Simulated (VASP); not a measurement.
# Al9O in VASP: further runs

Al9O is run at these levels: PBE; tasks: single point.

Program: VASP 6.6.1. These are calculated values, not measurements. Logs are shortened: lines on timing, memory, paths and dates and some standing lists are left out, and cuts for length are marked.

### 1 The cell of the first run

The cell holds a slab with vacuum, 10 atoms: a = 2.854 Å, b = 9.808 Å, c = 20.290 Å, α = 90.00°, β = 90.00°, γ = 98.37°.

### 2 Single point, PBE

The input, INCAR:

```
SYSTEM = Al9O
  ALGO = Normal
  DIPOL = 0.5 0.5 0.331
  EDIFF = 1E-7
  ENCUT = 520
  GGA = PE
  IDIPOL = 3
  ISIF = 2
  ISMEAR = 0
  LASPH = .True.
  LCHARG = .False.
  LDIPOL = .True.
  LREAL = .False.
  LWAVE = .False.
  NBANDS = 28
  NELM = 60
  PREC = Accurate
  SIGMA = 0.1
```

The input, KPOINTS:

```
k-points
0
Gamma
  9 3 1
  0 0 0
```

The input, POSCAR:

```
Al9O
1.0
    2.8543223330      0.0000000000      0.0000000000
   -1.4271611665      9.7033329366      0.0000000000
    0.0000000000      0.0000000000     20.2902708969
Al O
9 1
Direct
    0.5324485604      0.0648971207      0.1971388169
    0.6709687938      0.3419375876      0.2462255645
    0.2986728405      0.5973456810      0.2560429140
    0.9263768872      0.8527537744      0.2658602636
    0.0639738222      0.1277383808      0.3154281718
    0.1995905480      0.4042696935      0.3707822583
    0.8288544886      0.6597110299      0.3785032288
    0.4526361687      0.9111292155      0.3874342692
    0.5876648102      0.1834801555      0.4347328920
    0.8425232094      0.6814597089      0.4598173837
```

Potentials or basis: VASP PAW PBE potentials, release 64 (Al, O).

Command:

```console
> cat potpaw_PBE.64/Al/POTCAR potpaw_PBE.64/O/POTCAR > POTCAR
> mpirun -np 1 vasp_std > vasp.out
```

OUTCAR:

```text
SYSTEM = Al9O
   EDIFF = 1E-7
   ENCUT = 520
   GGA = PE
   ISIF = 2
   ISMEAR = 0
   LASPH = .True.
   LREAL = .False.
   NELM = 60
   PREC = Accurate

 ion  position               nearest neighbor table
   1  0.532  0.065  0.197-   5 2.86   5 2.86   2 2.87   4 2.87   4 2.87
   2  0.671  0.342  0.246-   1 2.87   3 2.87   3 2.87   5 2.89   5 2.89   6 2.96   6 2.97
   3  0.299  0.597  0.256-   2 2.87   2 2.87   4 2.87   4 2.87   7 2.93   7 2.93   6 2.99
   4  0.926  0.853  0.266-   5 2.85   3 2.87   3 2.87   1 2.87   1 2.87   8 2.90   8 2.91   7 2.96

   5  0.064  0.128  0.315-   4 2.85   9 2.86   1 2.86   1 2.86   9 2.87   2 2.89   2 2.89   6 2.91
                             8 2.93   8 2.93
   6  0.200  0.404  0.371-   7 2.86   7 2.87   9 2.88   9 2.88   5 2.91   2 2.96   2 2.97   3 2.99

   7  0.829  0.660  0.379-  10 1.66   8 2.83   8 2.83   6 2.86   6 2.87   3 2.93   3 2.93   4 2.96

   8  0.453  0.911  0.387-   9 2.81   7 2.83   7 2.83   4 2.90   4 2.91   5 2.93   5 2.93
   9  0.588  0.183  0.435-   8 2.81   5 2.86   5 2.87   6 2.88   6 2.88
  10  0.843  0.681  0.460-   7 1.66

  LATTYP: Found a base centered orthorhombic cell.
 ALAT       =     2.8543223330
 B/A-ratio  =     6.7990449603
 C/A-ratio  =     7.1086123183

  Lattice vectors:

 A1 = (   1.4271611665,  -9.7033329366,   0.0000000000)
 A2 = (   1.4271611665,   9.7033329366,   0.0000000000)
 A3 = (   0.0000000000,   0.0000000000,  20.2902708969)

Analysis of symmetry for initial positions (statically):
=====================================================================
 Subroutine PRICEL returns:
 Original cell was already a primitive cell.

 Routine SETGRP: Setting up the symmetry group for a
 base centered orthorhombic supercell.

 Subroutine GETGRP returns: Found  1 space group operations
 (whereof  1 operations were pure point group operations)
 out of a pool of  8 trial point group operations.

The static configuration has the point symmetry C_1 .

Analysis of symmetry for dynamics (positions and initial velocities):
=====================================================================
 Subroutine PRICEL returns:
 Original cell was already a primitive cell.

 Routine SETGRP: Setting up the symmetry group for a
 base centered orthorhombic supercell.

 Subroutine GETGRP returns: Found  1 space group operations
 (whereof  1 operations were pure point group operations)
 out of a pool of  8 trial point group operations.

The dynamic configuration has the point symmetry C_1 .

 Subroutine INISYM returns: Found  1 space group operations
 (whereof  1 operations are pure point group operations),
 and found     1 'primitive' translations

----------------------------------------------------------------------------------------

                                     Primitive cell

  volume of cell :     561.9683

  direct lattice vectors                    reciprocal lattice vectors
     2.854322333  0.000000000  0.000000000     0.350345856  0.051528686  0.000000000
    -1.427161166  9.703332937  0.000000000     0.000000000  0.103057373  0.000000000
     0.000000000  0.000000000 20.290270897     0.000000000  0.000000000  0.049284704

  length of vectors
     2.854322333  9.807724460 20.290270897     0.354114987  0.103057373  0.049284704

  position of ions in fractional coordinates (direct lattice)
     0.532448560  0.064897121  0.197138817
     0.670968794  0.341937588  0.246225565
     0.298672840  0.597345681  0.256042914
     0.926376887  0.852753774  0.265860264
     0.063973822  0.127738381  0.315428172
     0.199590548  0.404269693  0.370782258
     0.828854489  0.659711030  0.378503229
     0.452636169  0.911129215  0.387434269
     0.587664810  0.183480155  0.434732892
     0.842523209  0.681459709  0.459817384

  ion indices of the primitive-cell ions
   primitive index   ion index
                 1           1
                 2           2
                 3           3
                 4           4
                 5           5
[... 43 lines left out ...]
|                                                                             |
 -----------------------------------------------------------------------------

 WARNING: IBZKPT: internal override: KBLOWUP is changed to .FALSE.
      ... skipping the blow-up phase ...

 Subroutine IBZKPT returns following result:
 ===========================================

 Found     14 irreducible k-points:

 Following reciprocal coordinates:
            Coordinates               Weight
  0.000000  0.000000  0.000000      1.000000
  0.111111 -0.000000  0.000000      2.000000
  0.222222 -0.000000  0.000000      2.000000
  0.333333 -0.000000  0.000000      2.000000
  0.444444 -0.000000  0.000000      2.000000
  0.000000  0.333333  0.000000      2.000000
  0.111111  0.333333  0.000000      2.000000
  0.222222  0.333333  0.000000      2.000000
  0.333333  0.333333  0.000000      2.000000
  0.444444  0.333333  0.000000      2.000000
 -0.444444  0.333333  0.000000      2.000000
 -0.333333  0.333333  0.000000      2.000000
 -0.222222  0.333333  0.000000      2.000000
 -0.111111  0.333333  0.000000      2.000000
   k-points           NKPTS =     14   k-points in BZ     NKDIM =     14   number of bands    NBANDS=     28
   number of dos      NEDOS =    301   number of ions     NIONS =     10
   total plane-waves  NPLWV = 307200
   dimension x,y,z NGX =    24 NGY =   80 NGZ =  160
   dimension x,y,z NGXF=    48 NGYF=  160 NGZF=  320
   ions per type =               9   1
   NGX,Y,Z   is equivalent  to a cutoff of  13.98, 13.56, 13.11 a.u.
   NGXF,Y,Z  is equivalent  to a cutoff of  27.96, 27.12, 26.22 a.u.
 SYSTEM =  Al9O
   PREC   = accura    normal or accurate (medium, high low for compatibility)
   ISTART =      0    job   : 0-new  1-cont  2-samecut
   ICHARG =      2    charge: 1-file 2-atom 10-const
   ISPIN  =      1    spin polarized calculation?
   LNONCOLLINEAR =      F non collinear calculations
   LSORBIT =      F    spin-orbit coupling
   LASPH  =      T    aspherical Exc in radial PAW
   ENCUT  =  520.0 eV  38.22 Ry    6.18 a.u.   5.31 18.24 37.73*2*pi/ulx,y,z
   NELM   =     60;   NELMIN=  2; NELMDL= -5     # of ELM steps
   EDIFF  = 0.1E-06   stopping-criterion for ELM
   LREAL  =      F    real-space projection
   EDIFFG = 0.1E-05   stopping-criterion for IOM
   NSW    =      0    number of steps for IOM
   IBRION =     -1    ionic relax: 0-MD 1-quasi-New 2-CG
   NFREE  =      0    steps in history (QN), initial steepest desc. (CG)
   ISIF   =      2    stress and relaxation
   ISYM   =      2    0-nonsym 1-usesym 2-fastsym
   POTIM  = 0.5000    time-step for ionic-motion
   TEBEG  =    0.0;   TEEND  =   0.0 temperature during run
   PSTRESS=    0.0 pullay stress
   NELECT =      33.0000    total number of electrons
   NUPDOWN=      -1.0000    fix difference up-down
   EMIN   =  10.00;   EMAX   =-10.00  energy-range for DOS
   EFERMI =   0.00;   METHOD = LEGACY
   ISMEAR =     0;   SIGMA  =   0.10  broadening in eV -4-tet -1-fermi 0-gaus
   EFERMI_NEDOS =   21; number of points for ismear=-14 and -15
   IALGO  =     38    algorithm
   IMIX   =      4    mixing-type and parameters
     AMIX     =   0.40;   BMIX     =  1.00
     AMIX_MAG =   1.60;   BMIX_MAG =  1.00
  volume/ion in A,a.u.               =      56.20       379.23
  Fermi-wavevector in a.u.,A,eV,Ry     =   0.636320  1.202470  5.509041  0.404903
  Thomas-Fermi vector in A             =   1.700950
   LORBIT       =      0    0 simple, 1 ext, 2 COOP (PROOUT), +10 PAW based schemes
   GGA     = PE    functional components
   LHFCALC =     F    Hartree Fock is set to
   AEXX    =    0.0000 exact exchange contribution
   IVDW    =     0    specifies the selected vdW correction
   LEPSILON=     F    determine dielectric tensor
   LRPA    =     F    only Hartree local field effects (RPA)
 non-spin polarized calculation
 Gauss-broadening in eV      SIGMA  =   0.10
  energy-cutoff  :      520.00
  volume of cell :      561.97
 maximum number of plane-waves:     15174
 NGX is ok and might be reduce to    24
   NGX = 11   NGY = 37   NGZ = 75

 dipolmoment           0.000000      0.000000     -0.005345 electrons x Angstroem

 number of electron      32.9999999 magnetization

 dipolmoment           0.000000      0.000000      0.256865 electrons x Angstroem

 Free energy of the ion-electron system (eV)
  ---------------------------------------------------
  ext. energy  EPLUGINS =         0.00000000
  ---------------------------------------------------
  free energy    TOTEN  =       -36.62706942 eV

  energy without entropy =      -36.59960163  energy(sigma->0) =      -36.61333553

 E-fermi :  -1.4102     XC(G=0):  -3.8125

 val. band max:       -1.4654094248   @ k =   0.2222   0.3333   0.0000
 cond. band min:      -1.3812904785   @ k =   0.0000   0.3333   0.0000
 fundamental gap:      0.0841189462
 Fermi energy:        -1.4102490132

 k-point     1 :       0.0000    0.0000    0.0000
  band No.  band energies     occupation
      1     -18.1561      2.00000
      2     -11.3811      2.00000
      3      -9.7929      2.00000
      4      -9.7659      2.00000
      5      -9.0733      2.00000
      6      -7.3067      2.00000
[... 423 lines left out ...]
     27       3.1659      0.00000
     28       3.3952      0.00000

------------------------ aborting loop because EDIFF is reached ----------------------------------------

 vacuum level on the upper side and lower side of the slab       (xc-potential included)         0.791        -0.843

  FORCE on cell =-STRESS in cart. coord.  units (eV):
  Direction    XX          YY          ZZ          XY          YZ          ZX
  --------------------------------------------------------------------------------------
  -------------------------------------------------------------------------------------
  Total       -4.7093682     -5.6008158     -0.1512191      1.0381659      1.1034310     -0.0180295
  in kB      -13.4264573    -15.9679835     -0.4311272      2.9598216      3.1458932     -0.0514024
  external PRESSURE =      -9.9418560 kB  Pullay stress =       0.0000000 kB

 VOLUME and BASIS-vectors are now :
 -----------------------------------------------------------------------------
  energy-cutoff  :      520.00
  volume of cell :      561.97
      direct lattice vectors                 reciprocal lattice vectors
     2.854322333  0.000000000  0.000000000     0.350345856  0.051528686  0.000000000
    -1.427161166  9.703332937  0.000000000     0.000000000  0.103057373  0.000000000
     0.000000000  0.000000000 20.290270897     0.000000000  0.000000000  0.049284704

 POSITION                                       TOTAL-FORCE (eV/Angst)
 -----------------------------------------------------------------------------------
      1.42716      0.62972      4.00000         0.022172      0.107840      0.047198
      1.42716      3.31793      4.99598         0.022994      0.091205     -0.091938
     -0.00000      5.79624      5.19518        -0.008919     -0.034933      0.255133
      1.42716      8.27455      5.39438        -0.020761     -0.191223     -0.072008
      0.00030      1.23949      6.40012        -0.020254      0.119423      0.056224
     -0.00726      3.92276      7.52327        -0.003105     -0.260282     -0.077727
      1.42430      6.40140      7.67993        -0.006823     -0.532512     -0.823619
     -0.00836      8.84099      7.86115        -0.003322     -0.119202      0.572908
      1.41553      1.78037      8.82085        -0.000178     -0.006324      0.006253
      1.43228      6.61243      9.32982         0.018194      0.826006      0.127577
 -----------------------------------------------------------------------------------
    total drift:                               -0.000041     -0.000040     -0.000492

  FREE ENERGIE OF THE ION-ELECTRON SYSTEM (eV)
  ---------------------------------------------------
  free  energy   TOTEN  =       -36.6270694188 eV

  energy  without entropy=      -36.5996016342  energy(sigma->0) =      -36.61333553

 vacuum level on the upper side and lower side of the slab         4.396         2.718
```

Run time: 5.2 min. Hardware: 1 thread of Intel Xeon 6975P-C (Granite Rapids), shared host; peak memory 0.73 GiB.

What came out:

* Free energy: -36.6271 eV
* Largest force: 0.981 eV/Å

Forces in eV/Å, atoms in the order of the input:
```
Al   0.022  0.108  0.047
Al   0.023  0.091 -0.092
Al  -0.009 -0.035  0.255
Al  -0.021 -0.191 -0.072
Al  -0.020  0.119  0.056
Al  -0.003 -0.260 -0.078
Al  -0.007 -0.533 -0.824
Al  -0.003 -0.119  0.573
Al   0.000 -0.006  0.006
O    0.018  0.826  0.128
```

Levels at points of the mesh, in eV from the Fermi level:
```tsv
k point	band 14	band 15	band 16	band 17	band 18	band 19
(0.00, 0.00, 0.00)	-1.62	-1.22	-0.23	-0.06	0.10	1.25
```

Caveat: an odd number of electrons without spin polarisation forces a metal; a magnetic or distorted state may lie lower.

[end of part 1 of 2]
